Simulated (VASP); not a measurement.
# K2Os (Fm-3m) in VASP: further runs

K2Os is run at these levels: PBE; tasks: single point.

Program: VASP 6.6.1. These are calculated values, not measurements. Logs are shortened: lines on timing, memory, paths and dates and some standing lists are left out, and cuts for length are marked.

## 1. The cell of the first run

The structure is cubic, space group Fm-3m (No. 225). Conventional cell: a = 7.833 Å, b = 7.833 Å, c = 7.833 Å, α = 90.00°, β = 90.00°, γ = 90.00°. Within 4.5 Å of K (site symmetry -43m) lie 4 Os at 3.39 Å and 6 K at 3.92 Å. Os (site symmetry m-3m) has 8 K at 3.39 Å within 4.5 Å.

The cell was built from a structure type or drawn by symmetry, and may not be a known phase.

## 2. Single point, PBE, collinear spin

The input, INCAR:

```
SYSTEM = K2Os
PREC     = Accurate       ! precision mode
ENCUT    = 520            ! plane-wave cutoff, eV
EDIFF    = 1E-6           ! SCF threshold, eV
ISMEAR   = 0              ! smearing method
SIGMA    = 0.1            ! smearing width, eV
LREAL    = .FALSE.        ! projectors in reciprocal space
LASPH    = .TRUE.         ! aspherical terms in the spheres
NELM     = 150            ! most SCF steps
ALGO     = Normal         ! electronic algorithm
ISIF     = 2              ! what is computed and relaxed
LWAVE    = .FALSE.        ! write WAVECAR
LCHARG   = .TRUE.         ! write CHGCAR
ISPIN    = 2              ! spin polarisation
MAGMOM   = 0 0 1          ! initial moments
LORBIT   = 11             ! projections on sites
LMAXMIX  = 4              ! l up to which the mixer works
GGA      = PE             ! functional
LELF     = .TRUE.         ! ELF
LVHAR    = .TRUE.       
NBANDS   = 24             ! bands
```

The input, KPOINTS:

```
regular mesh
0
G
  4 4 4
  0 0 0
```

The input, POSCAR:

```
K2Os
1.0
    0.0000000000      3.9165194069      3.9165194069
    3.9165194069      0.0000000000      3.9165194069
    3.9165194069      3.9165194069      0.0000000000
K Os
2 1
Direct
    0.2500000000      0.2500000000      0.2500000000
    0.7500000000      0.7500000000      0.7500000000
    0.0000000000      0.0000000000      0.0000000000
```

Potentials or basis: VASP PAW PBE potentials, release 64 (K_sv, Os).

On the command line:

```bash
$ cat potpaw_PBE.64/K_sv/POTCAR potpaw_PBE.64/Os/POTCAR > POTCAR
$ mpirun -np 1 vasp_std > vasp.out
```

OUTCAR:

```text
SYSTEM = K2Os
   PREC = Accurate
   ENCUT = 520
   EDIFF = 1E-6
   ISMEAR = 0
   LREAL = .FALSE.
   LASPH = .TRUE.
   NELM = 150
   ISIF = 2
   ISPIN = 2
   LORBIT = 11
   GGA = PE

 ion  position               nearest neighbor table
   1  0.250  0.250  0.250-   3 3.39   3 3.39   3 3.39   3 3.39
   2  0.750  0.750  0.750-   3 3.39   3 3.39   3 3.39   3 3.39
   3  0.000  0.000  0.000-   2 3.39   2 3.39   2 3.39   1 3.39   2 3.39   1 3.39   1 3.39   1 3.39

  LATTYP: Found a face centered cubic cell.
 ALAT       =     7.8330388138

  Lattice vectors:

 A1 = (   0.0000000000,   3.9165194069,   3.9165194069)
 A2 = (   3.9165194069,   0.0000000000,   3.9165194069)
 A3 = (   3.9165194069,   3.9165194069,   0.0000000000)

Analysis of symmetry for initial positions (statically):
=====================================================================
 Subroutine PRICEL returns:
 Original cell was already a primitive cell.

 Routine SETGRP: Setting up the symmetry group for a
 face centered cubic supercell.

 Subroutine GETGRP returns: Found 48 space group operations
 (whereof 48 operations were pure point group operations)
 out of a pool of 48 trial point group operations.

The static configuration has the point symmetry O_h .

Analysis of symmetry for dynamics (positions and initial velocities):
=====================================================================
 Subroutine PRICEL returns:
 Original cell was already a primitive cell.

 Routine SETGRP: Setting up the symmetry group for a
 face centered cubic supercell.

 Subroutine GETGRP returns: Found 48 space group operations
 (whereof 48 operations were pure point group operations)
 out of a pool of 48 trial point group operations.

The dynamic configuration has the point symmetry O_h .

Analysis of structural, dynamic, and magnetic symmetry:
=====================================================================
 Subroutine PRICEL returns:
 Original cell was already a primitive cell.

 Routine SETGRP: Setting up the symmetry group for a
 face centered cubic supercell.

 Subroutine GETGRP returns: Found 48 space group operations
 (whereof 48 operations were pure point group operations)
 out of a pool of 48 trial point group operations.

The overall configuration has the point symmetry O_h .

 Subroutine INISYM returns: Found 48 space group operations
 (whereof 48 operations are pure point group operations),
 and found     1 'primitive' translations

----------------------------------------------------------------------------------------

                                     Primitive cell

  volume of cell :     120.1520

  direct lattice vectors                    reciprocal lattice vectors
     0.000000000  3.916519407  3.916519407    -0.127664374  0.127664374  0.127664374
     3.916519407  0.000000000  3.916519407     0.127664374 -0.127664374  0.127664374
     3.916519407  3.916519407  0.000000000     0.127664374  0.127664374 -0.127664374

  length of vectors
     5.538794863  5.538794863  5.538794863     0.221121183  0.221121183  0.221121183

  position of ions in fractional coordinates (direct lattice)
     0.250000000  0.250000000  0.250000000
     0.750000000  0.750000000  0.750000000
     0.000000000  0.000000000  0.000000000

  ion indices of the primitive-cell ions
   primitive index   ion index
                 1           1
                 2           2
                 3           3

----------------------------------------------------------------------------------------

 KPOINTS: regular mesh

Automatic generation of k-mesh.
 Grid dimensions read from file:
 generate k-points for:    4    4    4

 Generating k-lattice:

  Cartesian coordinates                     Fractional coordinates (reciprocal lattice)
    -0.031916094  0.031916094  0.031916094     0.250000000  0.000000000  0.000000000
     0.031916094 -0.031916094  0.031916094     0.000000000  0.250000000  0.000000000
     0.031916094  0.031916094 -0.031916094     0.000000000  0.000000000  0.250000000

  Length of vectors
     0.055280296  0.055280296  0.055280296

  Shift w.r.t. Gamma in fractional coordinates (k-lattice)
     0.000000000  0.000000000  0.000000000

 Subroutine IBZKPT returns following result:
 ===========================================

 Found      8 irreducible k-points:

 Following reciprocal coordinates:
            Coordinates               Weight
  0.000000  0.000000  0.000000      1.000000
  0.250000  0.000000  0.000000      8.000000
  0.500000  0.000000  0.000000      4.000000
  0.250000  0.250000  0.000000      6.000000
  0.500000  0.250000  0.000000     24.000000
 -0.250000  0.250000  0.000000     12.000000
  0.500000  0.500000  0.000000      3.000000
 -0.250000  0.500000  0.250000      6.000000
   k-points           NKPTS =      8   k-points in BZ     NKDIM =      8   number of bands    NBANDS=     24
   number of dos      NEDOS =    301   number of ions     NIONS =      3
   total plane-waves  NPLWV =  74088
   dimension x,y,z NGX =    42 NGY =   42 NGZ =   42
   dimension x,y,z NGXF=    84 NGYF=   84 NGZF=   84
   ions per type =               2   1
   NGX,Y,Z   is equivalent  to a cutoff of  12.61, 12.61, 12.61 a.u.
   NGXF,Y,Z  is equivalent  to a cutoff of  25.21, 25.21, 25.21 a.u.
 SYSTEM =  K2Os
   PREC   = accura    normal or accurate (medium, high low for compatibility)
   ISTART =      0    job   : 0-new  1-cont  2-samecut
   ICHARG =      2    charge: 1-file 2-atom 10-const
   ISPIN  =      2    spin polarized calculation?
   LNONCOLLINEAR =      F non collinear calculations
   LSORBIT =      F    spin-orbit coupling
   LASPH  =      T    aspherical Exc in radial PAW
   ENCUT  =  520.0 eV  38.22 Ry    6.18 a.u.  10.30 10.30 10.30*2*pi/ulx,y,z
   NELM   =    150;   NELMIN=  2; NELMDL= -5     # of ELM steps
   EDIFF  = 0.1E-05   stopping-criterion for ELM
   LREAL  =      F    real-space projection
   EDIFFG = 0.1E-04   stopping-criterion for IOM
   NSW    =      0    number of steps for IOM
   IBRION =     -1    ionic relax: 0-MD 1-quasi-New 2-CG
   NFREE  =      0    steps in history (QN), initial steepest desc. (CG)
   ISIF   =      2    stress and relaxation
   ISYM   =      2    0-nonsym 1-usesym 2-fastsym
   POTIM  = 0.5000    time-step for ionic-motion
   TEBEG  =    0.0;   TEEND  =   0.0 temperature during run
   PSTRESS=    0.0 pullay stress
   NELECT =      26.0000    total number of electrons
   NUPDOWN=      -1.0000    fix difference up-down
   EMIN   =  10.00;   EMAX   =-10.00  energy-range for DOS
   EFERMI =   0.00;   METHOD = LEGACY
   ISMEAR =     0;   SIGMA  =   0.10  broadening in eV -4-tet -1-fermi 0-gaus
   EFERMI_NEDOS =   21; number of points for ismear=-14 and -15
   IALGO  =     38    algorithm
   IMIX   =      4    mixing-type and parameters
     AMIX     =   0.40;   BMIX     =  1.00
     AMIX_MAG =   1.60;   BMIX_MAG =  1.00
  volume/ion in A,a.u.               =      40.05       270.28
  Fermi-wavevector in a.u.,A,eV,Ry     =   0.982854  1.857325 13.143254  0.966002
  Thomas-Fermi vector in A             =   2.113968
   LORBIT       =     11    0 simple, 1 ext, 2 COOP (PROOUT), +10 PAW based schemes
   GGA     = PE    functional components
   LHFCALC =     F    Hartree Fock is set to
   AEXX    =    0.0000 exact exchange contribution
   IVDW    =     0    specifies the selected vdW correction
   LEPSILON=     F    determine dielectric tensor
   LRPA    =     F    only Hartree local field effects (RPA)
 spin polarized calculation
 Gauss-broadening in eV      SIGMA  =   0.10
  energy-cutoff  :      520.00
  volume of cell :      120.15
 maximum number of plane-waves:      3287
 NGX is ok and might be reduce to    42
   NGX = 21   NGY = 21   NGZ = 21

 number of electron      26.0000000 magnetization       2.0291466

 Free energy of the ion-electron system (eV)
  ---------------------------------------------------
  ext. energy  EPLUGINS =         0.00000000
  ---------------------------------------------------
  free energy    TOTEN  =        -7.95180699 eV

  energy without entropy =       -7.92172233  energy(sigma->0) =       -7.93676466

 E-fermi :   0.7613     XC(G=0):  -7.4226

 val. band max:        0.7400147234   @ k =   0.2500   0.2500   0.0000
 cond. band min:       0.8038735550   @ k =   0.5000   0.0000   0.0000
 fundamental gap:      0.0638588316
 Fermi energy:         0.7613258418

 spin component 1

 k-point     1 :       0.0000    0.0000    0.0000
  band No.  band energies     occupation
      1     -30.2299      1.00000
      2     -30.1866      1.00000
      3     -13.8108      1.00000
      4     -13.8108      1.00000
      5     -13.8108      1.00000
      6     -13.6460      1.00000
[... 16 lines left out ...]
     23       8.1028      0.00000
     24       8.4696      0.00000
[... 165 lines left out ...]
      1     -30.2076      1.00000
      2     -30.2076      1.00000
      3     -13.8650      1.00000
      4     -13.8504      1.00000
      5     -13.7331      1.00000
      6     -13.7331      1.00000
[... 16 lines left out ...]
     23       7.0678      0.00000
     24       7.8794      0.00000
 Fermi energy:         0.7613258418

 spin component 2

 k-point     1 :       0.0000    0.0000    0.0000
  band No.  band energies     occupation
      1     -30.2321      1.00000
      2     -30.1885      1.00000
      3     -13.8163      1.00000
      4     -13.8163      1.00000
      5     -13.8163      1.00000
      6     -13.6511      1.00000
[... 16 lines left out ...]
     23       8.1028      0.00000
     24       8.5896      0.00000
[... 166 lines left out ...]
      2     -30.2097      1.00000
      3     -13.8692      1.00000
      4     -13.8578      1.00000
      5     -13.7388      1.00000
      6     -13.7388      1.00000
[... 16 lines left out ...]
     23       7.1699      0.00000
     24       7.8629      0.00000

------------------------ aborting loop because EDIFF is reached ----------------------------------------

  FORCE on cell =-STRESS in cart. coord.  units (eV):
  Direction    XX          YY          ZZ          XY          YZ          ZX
  --------------------------------------------------------------------------------------
  -------------------------------------------------------------------------------------
  Total        0.2964799      0.2964799      0.2964799     -0.0000000      0.0000000      0.0000000
  in kB        3.9534380      3.9534380      3.9534380     -0.0000000      0.0000000      0.0000000
  external PRESSURE =       3.9534380 kB  Pullay stress =       0.0000000 kB

 VOLUME and BASIS-vectors are now :
 -----------------------------------------------------------------------------
  energy-cutoff  :      520.00
  volume of cell :      120.15
      direct lattice vectors                 reciprocal lattice vectors
     0.000000000  3.916519407  3.916519407    -0.127664374  0.127664374  0.127664374
     3.916519407  0.000000000  3.916519407     0.127664374 -0.127664374  0.127664374
     3.916519407  3.916519407  0.000000000     0.127664374  0.127664374 -0.127664374

 POSITION                                       TOTAL-FORCE (eV/Angst)
 -----------------------------------------------------------------------------------
      1.95826      1.95826      1.95826         0.000000      0.000000      0.000000
      5.87478      5.87478      5.87478        -0.000000     -0.000000     -0.000000
      0.00000      0.00000      0.00000         0.000000     -0.000000      0.000000
 -----------------------------------------------------------------------------------
    total drift:                               -0.000000     -0.000000     -0.000000

  FREE ENERGIE OF THE ION-ELECTRON SYSTEM (eV)
  ---------------------------------------------------
  free  energy   TOTEN  =        -7.9518069918 eV

  energy  without entropy=       -7.9217223287  energy(sigma->0) =       -7.93676466

 total charge

# of ion       s       p       d       tot
------------------------------------------
    1        1.973   5.561   0.041   7.575
    2        1.973   5.561   0.041   7.575
    3        0.714   0.018   5.991   6.723
--------------------------------------------------
tot          4.659  11.140   6.073  21.873

 magnetization (x)

# of ion       s       p       d       tot
------------------------------------------
    1       -0.005   0.005   0.000  -0.001
    2       -0.005   0.005   0.000  -0.001
    3        0.050  -0.007   1.945   1.988
--------------------------------------------------
tot          0.039   0.002   1.946   1.987
```

Run time: 57 s. Hardware: 1 thread of Intel Xeon Platinum 8259CL at 2.50GHz (Skylake/Cascade Lake), shared host; peak memory 0.31 GiB.

What came out:

```yaml
Free_energy: -7.9518 eV
Pressure: 0.4 GPa
Band_gap_on_the_k_mesh: zero (filled and empty bands overlap)
Net_moment: 2.03 μB per cell
Site_moments: K -0.00; Os +1.99 μB
Valence_electrons_inside_the_program's_atomic_spheres: K 7.58; Os 6.72
```

Caveat: spin-orbit coupling is left out, which moves the levels of the heavy elements.

## 3. Single point, PBE, collinear spin

This run uses another cell than the first one, of 41.20 Å³/atom.

The input, INCAR:

```
  ALGO = Fast
  EDIFF = 1E-6
  ENCUT = 520
  GGA = PE
  ISIF = 2
  ISMEAR = 0
  ISPIN = 2
  LASPH = T
  LCHARG = F
  LMAXMIX = 4
  LORBIT = 11
  LREAL = F
  LWAVE = F
  MAGMOM = 0 0 2.23
  NBANDS = 24
  NELM = 150
  PREC = Accurate
  SIGMA = 0.1
```

The input, KPOINTS:

```
k-points
0
Gamma
  10 10 10
```

The input, POSCAR:

```
K2Os
1.0
    0.0000000000      3.9537550279      3.9537550279
    3.9537550279      0.0000000000      3.9537550279
    3.9537550279      3.9537550279      0.0000000000
K Os
2 1
Direct
    0.2500000000      0.2500000000      0.2500000000
    0.7500000000      0.7500000000      0.7500000000
    0.0000000000      0.0000000000      0.0000000000
```

Potentials or basis: VASP PAW PBE potentials, release 64 (K_sv, Os).

On the command line:

```bash
$ cat potpaw_PBE.64/K_sv/POTCAR potpaw_PBE.64/Os/POTCAR > POTCAR
$ mpirun -np 1 vasp_std > vasp.out
```

Wall time 6.6 min (1 thread of Intel Xeon Platinum 8259CL at 2.50GHz (Skylake/Cascade Lake), shared host); peak memory 0.44 GiB.

It converged, with:

| Quantity | Value |
| --- | --- |
| Free energy | -7.9581 eV |
| Pressure | 0.0 GPa |
| Band gap on the k mesh | zero (filled and empty bands overlap) |
| Net moment | 2.00 μB per cell |
| Site moments | K -0.00; Os +1.98 μB |
| Valence electrons inside the program's atomic spheres | K 7.57; Os 6.71 |

Levels at points of the mesh, in eV from the Fermi level:
Spin up:
| k point | band 12 | band 13 | band 14 | band 15 | band 16 | band 17 |
| --- | --- | --- | --- | --- | --- | --- |
| (0.00, 0.00, 0.00) | -1.32 | -0.99 | -0.99 | 2.13 | 2.13 | 2.13 |
| (0.50, 0.00, 0.00) | -1.31 | -0.94 | -0.94 | 0.03 | 2.53 | 2.53 |
| (0.50, 0.50, 0.00) | -1.28 | -1.16 | -0.78 | 0.17 | 2.40 | 2.40 |
Spin down:
```csv
k point,band 10,band 11,band 12,band 13,band 14,band 15
"(0.00, 0.00, 0.00)",-0.35,-0.34,0.17,0.17,0.17,2.27
"(0.50, 0.00, 0.00)",-0.30,-0.30,-0.05,0.05,0.19,0.20
"(0.50, 0.50, 0.00)",-0.66,-0.23,-0.07,0.23,0.25,0.25
```

Caveat: spin-orbit coupling is left out, which moves the levels of the heavy elements.
